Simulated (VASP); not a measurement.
# WS2 in VASP: a series of runs

WS2 is run at these levels: PBE, PBEsol; tasks: single point.

Everything below comes from runs of VASP 6.6.1. Logs are shortened: lines on timing, memory, paths and dates and some standing lists are left out, and cuts for length are marked.

### Step 1. The cell of the first run

The cell holds a slab with vacuum, 6 atoms: a = 3.183 Å, b = 3.183 Å, c = 23.669 Å, α = 90.00°, β = 90.00°, γ = 120.00°.

### Step 2. Single point, PBE

The input, INCAR:

```
ALGO     = Normal         # electronic algorithm
EDIFF    = 1E-7           # SCF threshold, eV
ENCUT    = 520            # plane-wave cutoff, eV
GGA      = PE             # functional
ISIF     = 2              # what is computed and relaxed
ISMEAR   = -1             # smearing method
LASPH    = T              # aspherical terms in the spheres
LCHARG   = F              # write CHGCAR
LREAL    = F              # projectors in reciprocal space
LWAVE    = F              # write WAVECAR
NBANDS   = 35             # bands
NELM     = 100            # most SCF steps
PREC     = Accurate       # precision mode
SIGMA    = 0.05           # smearing width, eV
```

The input, KPOINTS:

```
k-points
0
Gamma
  10 10 2
```

The input, POSCAR:

```
WS2
1.0
    3.1832085602      0.0000000000      0.0000000000
   -1.5916042801      2.7567394786      0.0000000000
    0.0000000000      0.0000000000     23.6687632500
W S
2 4
Direct
    0.6666666667      0.3333333333      0.3626824600
    0.3333333333      0.6666666667      0.6373175400
    0.6666666667      0.3333333333      0.7031838900
    0.3333333333      0.6666666667      0.4285581700
    0.6666666667      0.3333333333      0.5714418300
    0.3333333333      0.6666666667      0.2968161100
```

Potentials or basis: VASP PAW PBE potentials, release 64 (W_sv, S).

Started as:

```bash
$ cat potpaw_PBE.64/W_sv/POTCAR potpaw_PBE.64/S/POTCAR > POTCAR
$ mpirun -np 1 vasp_std > vasp.out
```

OUTCAR:

```text
EDIFF = 1E-7
   ENCUT = 520
   GGA = PE
   ISIF = 2
   ISMEAR = -1
   LASPH = T
   LREAL = F
   NELM = 100
   PREC = Accurate

 ion  position               nearest neighbor table
   1  0.667  0.333  0.363-   6 2.41   6 2.41   6 2.41   4 2.41   4 2.41   4 2.41
   2  0.333  0.667  0.637-   3 2.41   3 2.41   3 2.41   5 2.41   5 2.41   5 2.41
   3  0.667  0.333  0.703-   2 2.41   2 2.41   2 2.41
   4  0.333  0.667  0.429-   1 2.41   1 2.41   1 2.41
   5  0.667  0.333  0.571-   2 2.41   2 2.41   2 2.41
   6  0.333  0.667  0.297-   1 2.41   1 2.41   1 2.41

  LATTYP: Found a hexagonal cell.
 ALAT       =     3.1832085602
 C/A-ratio  =     7.4355050266

  Lattice vectors:

 A1 = (   3.1832085602,   0.0000000000,   0.0000000000)
 A2 = (  -1.5916042801,   2.7567394786,   0.0000000000)
 A3 = (   0.0000000000,   0.0000000000,  23.6687632500)

Analysis of symmetry for initial positions (statically):
=====================================================================
 Subroutine PRICEL returns:
 Original cell was already a primitive cell.

 Routine SETGRP: Setting up the symmetry group for a
 hexagonal supercell.

 Subroutine GETGRP returns: Found 12 space group operations
 (whereof 12 operations were pure point group operations)
 out of a pool of 24 trial point group operations.

The static configuration has the point symmetry D_3d.

Analysis of symmetry for dynamics (positions and initial velocities):
=====================================================================
 Subroutine PRICEL returns:
 Original cell was already a primitive cell.

 Routine SETGRP: Setting up the symmetry group for a
 hexagonal supercell.

 Subroutine GETGRP returns: Found 12 space group operations
 (whereof 12 operations were pure point group operations)
 out of a pool of 24 trial point group operations.

The dynamic configuration has the point symmetry D_3d.

 Subroutine INISYM returns: Found 12 space group operations
 (whereof 12 operations are pure point group operations),
 and found     1 'primitive' translations

----------------------------------------------------------------------------------------

                                     Primitive cell

  volume of cell :     207.6999

  direct lattice vectors                    reciprocal lattice vectors
     3.183208560  0.000000000  0.000000000     0.314148439  0.181373686  0.000000000
    -1.591604280  2.756739479  0.000000000     0.000000000  0.362747372  0.000000000
     0.000000000  0.000000000 23.668763250     0.000000000  0.000000000  0.042249778

  length of vectors
     3.183208560  3.183208560 23.668763250     0.362747372  0.362747372  0.042249778

  position of ions in fractional coordinates (direct lattice)
     0.666666667  0.333333333  0.362682460
     0.333333333  0.666666667  0.637317540
     0.666666667  0.333333333  0.703183890
     0.333333333  0.666666667  0.428558170
     0.666666667  0.333333333  0.571441830
     0.333333333  0.666666667  0.296816110

  ion indices of the primitive-cell ions
   primitive index   ion index
                 1           1
                 2           2
                 3           3
                 4           4
                 5           5
                 6           6

----------------------------------------------------------------------------------------

 KPOINTS: k-points

Automatic generation of k-mesh.
 Grid dimensions read from file:
 generate k-points for:   10   10    2

 Generating k-lattice:

  Cartesian coordinates                     Fractional coordinates (reciprocal lattice)
     0.031414844  0.018137369  0.000000000     0.100000000 -0.000000000  0.000000000
     0.000000000  0.036274737  0.000000000     0.000000000  0.100000000  0.000000000
     0.000000000  0.000000000  0.021124889     0.000000000  0.000000000  0.500000000

  Length of vectors
     0.036274737  0.036274737  0.021124889

  Shift w.r.t. Gamma in fractional coordinates (k-lattice)
     0.000000000  0.000000000  0.000000000

 Subroutine IBZKPT returns following result:
 ===========================================

 Found     28 irreducible k-points:

 Following reciprocal coordinates:
            Coordinates               Weight
  0.000000  0.000000  0.000000      1.000000
  0.100000  0.000000  0.000000      6.000000
  0.200000  0.000000  0.000000      6.000000
  0.300000  0.000000  0.000000      6.000000
  0.400000 -0.000000  0.000000      6.000000
  0.500000  0.000000  0.000000      3.000000
[... 16 lines left out ...]
  0.300000  0.100000  0.500000     12.000000
  0.400000  0.100000  0.500000     12.000000
 [... further k-points ...]
   k-points           NKPTS =     28   k-points in BZ     NKDIM =     28   number of bands    NBANDS=     35
   number of dos      NEDOS =    301   number of ions     NIONS =      6
   total plane-waves  NPLWV = 103680
   dimension x,y,z NGX =    24 NGY =   24 NGZ =  180
   dimension x,y,z NGXF=    48 NGYF=   48 NGZF=  360
   ions per type =               2   4
   NGX,Y,Z   is equivalent  to a cutoff of  12.53, 12.53, 12.64 a.u.
   NGXF,Y,Z  is equivalent  to a cutoff of  25.07, 25.07, 25.29 a.u.
 SYSTEM =  unknown system
   PREC   = accura    normal or accurate (medium, high low for compatibility)
   ISTART =      0    job   : 0-new  1-cont  2-samecut
   ICHARG =      2    charge: 1-file 2-atom 10-const
   ISPIN  =      1    spin polarized calculation?
   LNONCOLLINEAR =      F non collinear calculations
   LSORBIT =      F    spin-orbit coupling
   LASPH  =      T    aspherical Exc in radial PAW
   ENCUT  =  520.0 eV  38.22 Ry    6.18 a.u.   5.92  5.92 44.01*2*pi/ulx,y,z
   NELM   =    100;   NELMIN=  2; NELMDL= -5     # of ELM steps
   EDIFF  = 0.1E-06   stopping-criterion for ELM
   LREAL  =      F    real-space projection
   EDIFFG = 0.1E-05   stopping-criterion for IOM
   NSW    =      0    number of steps for IOM
   IBRION =     -1    ionic relax: 0-MD 1-quasi-New 2-CG
   NFREE  =      0    steps in history (QN), initial steepest desc. (CG)
   ISIF   =      2    stress and relaxation
   ISYM   =      2    0-nonsym 1-usesym 2-fastsym
   POTIM  = 0.5000    time-step for ionic-motion
   TEBEG  =    0.0;   TEEND  =   0.0 temperature during run
   PSTRESS=    0.0 pullay stress
   NELECT =      52.0000    total number of electrons
   NUPDOWN=      -1.0000    fix difference up-down
   EMIN   =  10.00;   EMAX   =-10.00  energy-range for DOS
   EFERMI =   0.00;   METHOD = LEGACY
   ISMEAR =    -1;   SIGMA  =   0.05  broadening in eV -4-tet -1-fermi 0-gaus
   EFERMI_NEDOS =   21; number of points for ismear=-14 and -15
   IALGO  =     38    algorithm
   IMIX   =      4    mixing-type and parameters
     AMIX     =   0.40;   BMIX     =  1.00
     AMIX_MAG =   1.60;   BMIX_MAG =  1.00
  volume/ion in A,a.u.               =      34.62       233.60
  Fermi-wavevector in a.u.,A,eV,Ry     =   1.031804  1.949827 14.485024  1.064619
  Thomas-Fermi vector in A             =   2.165970
   LORBIT       =      0    0 simple, 1 ext, 2 COOP (PROOUT), +10 PAW based schemes
   GGA     = PE    functional components
[... 5 lines left out ...]
 non-spin polarized calculation
  energy-cutoff  :      520.00
  volume of cell :      207.70
 maximum number of plane-waves:      5628
 NGX is ok and might be reduce to    24
   NGX = 11   NGY = 11   NGZ = 89

 number of electron      52.0000000 magnetization

 Free energy of the ion-electron system (eV)
  ---------------------------------------------------
  ext. energy  EPLUGINS =         0.00000000
  ---------------------------------------------------
  free energy    TOTEN  =       -47.33186756 eV

  energy without entropy =      -47.33186755  energy(sigma->0) =      -47.33186756

 E-fermi :   1.7994     XC(G=0):  -6.1272

 val. band max:        1.0371368002   @ k =   0.0000   0.0000   0.0000
 cond. band min:       2.7183489961   @ k =   0.3000   0.3000   0.5000
 fundamental gap:      1.6812121958
 Fermi energy:         1.7994083780

 k-point     1 :       0.0000    0.0000    0.0000
  band No.  band energies     occupation
      1     -73.2888      2.00000
      2     -73.2888      2.00000
      3     -37.5262      2.00000
      4     -37.5262      2.00000
      5     -37.3811      2.00000
      6     -37.3811      2.00000
[... 27 lines left out ...]
     34       3.8189      0.00000
     35       5.7575      0.00000

 k-point     2 :       0.1000    0.0000    0.0000
  band No.  band energies     occupation
      1     -73.2872      2.00000
      2     -73.2872      2.00000
      3     -37.5204      2.00000
      4     -37.5204      2.00000
      5     -37.4136      2.00000
      6     -37.4136      2.00000
[... 27 lines left out ...]
     34       3.9257      0.00000
     35       6.1151      0.00000

 k-point     3 :       0.2000    0.0000    0.0000
  band No.  band energies     occupation
      1     -73.2830      2.00000
      2     -73.2830      2.00000
      3     -37.5050      2.00000
      4     -37.5050      2.00000
      5     -37.4978      2.00000
      6     -37.4978      2.00000
[... 27 lines left out ...]
     34       4.5695      0.00000
     35       6.7133      0.00000

 k-point     4 :       0.3000    0.0000    0.0000
  band No.  band energies     occupation
      1     -73.2779      2.00000
      2     -73.2779      2.00000
      3     -37.6002      2.00000
      4     -37.6002      2.00000
      5     -37.4860      2.00000
      6     -37.4860      2.00000
[... 27 lines left out ...]
     34       5.1396      0.00000
     35       7.4444      0.00000

 k-point     5 :       0.4000   -0.0000    0.0000
  band No.  band energies     occupation
      1     -73.2737      2.00000
      2     -73.2737      2.00000
      3     -37.6818      2.00000
      4     -37.6817      2.00000
      5     -37.4706      2.00000
      6     -37.4706      2.00000
[... 638 lines left out ...]
 k-point    22 :       0.2000    0.1000    0.5000
  band No.  band energies     occupation
      1     -73.2796      2.00000
      2     -73.2796      2.00000
      3     -37.5572      2.00000
      4     -37.5572      2.00000
      5     -37.4926      2.00000
      6     -37.4926      2.00000
[... 27 lines left out ...]
     34       5.1728      0.00000
     35       7.2617      0.00000

 k-point    23 :       0.3000    0.1000    0.5000
  band No.  band energies     occupation
      1     -73.2750      2.00000
      2     -73.2750      2.00000
      3     -37.6431      2.00000
      4     -37.6431      2.00000
      5     -37.4754      2.00000
      6     -37.4754      2.00000
[... 27 lines left out ...]
     34       5.5309      0.00000
     35       7.4287      0.00000

 k-point    24 :       0.4000    0.1000    0.5000
  band No.  band energies     occupation
      1     -73.2721      2.00000
      2     -73.2721      2.00000
      3     -37.6956      2.00000
      4     -37.6956      2.00000
      5     -37.4773      2.00000
      6     -37.4773      2.00000
[... 27 lines left out ...]
     34       5.4043      0.00000
     35       6.2616      0.00000

 [... further k-points ...]
[... 5 lines left out ...]
  --------------------------------------------------------------------------------------
  -------------------------------------------------------------------------------------
  Total        0.9005782      0.9005782      1.8878355     -0.0000000      0.0000000      0.0000000
  in kB        6.9469730      6.9469730     14.5625807     -0.0000000      0.0000000      0.0000000
  external PRESSURE =       9.4855089 kB  Pullay stress =       0.0000000 kB

 VOLUME and BASIS-vectors are now :
 -----------------------------------------------------------------------------
  energy-cutoff  :      520.00
  volume of cell :      207.70
      direct lattice vectors                 reciprocal lattice vectors
     3.183208560  0.000000000  0.000000000     0.314148439  0.181373686  0.000000000
    -1.591604280  2.756739479  0.000000000     0.000000000  0.362747372  0.000000000
     0.000000000  0.000000000 23.668763250     0.000000000  0.000000000  0.042249778

 POSITION                                       TOTAL-FORCE (eV/Angst)
 -----------------------------------------------------------------------------------
      1.59160      0.91891      8.58425        -0.000000     -0.000000     -0.012563
     -0.00000      1.83783     15.08452         0.000000      0.000000      0.012563
      1.59160      0.91891     16.64349        -0.000000      0.000000      0.274122
     -0.00000      1.83783     10.14344         0.000000      0.000000      0.228739
      1.59160      0.91891     13.52532        -0.000000     -0.000000     -0.228739
     -0.00000      1.83783      7.02527         0.000000      0.000000     -0.274122
 -----------------------------------------------------------------------------------
    total drift:                                0.000000     -0.000000      0.000000

  FREE ENERGIE OF THE ION-ELECTRON SYSTEM (eV)
  ---------------------------------------------------
  free  energy   TOTEN  =       -47.3318675621 eV

  energy  without entropy=      -47.3318675521  energy(sigma->0) =      -47.33186756
```

It took 6.8 min on 1 thread of AMD EPYC 7R13 (Zen 3), shared host; peak memory 0.36 GiB.

What came out:

```yaml
Free_energy: -47.3319 eV
Largest_force: 0.274 eV/Å
Band_gap_on_the_k_mesh: 1.68 eV, indirect (least direct gap 2.13 eV)
```

Forces on the atoms (eV/Å):
```
W    0.000  0.000 -0.013
W    0.000  0.000  0.013
S    0.000  0.000  0.274
S    0.000  0.000  0.229
S    0.000  0.000 -0.229
S    0.000  0.000 -0.274
```

Caveat: spin-orbit coupling is left out, which moves the levels of the heavy elements.

(Part 1 of 2 ends here.)
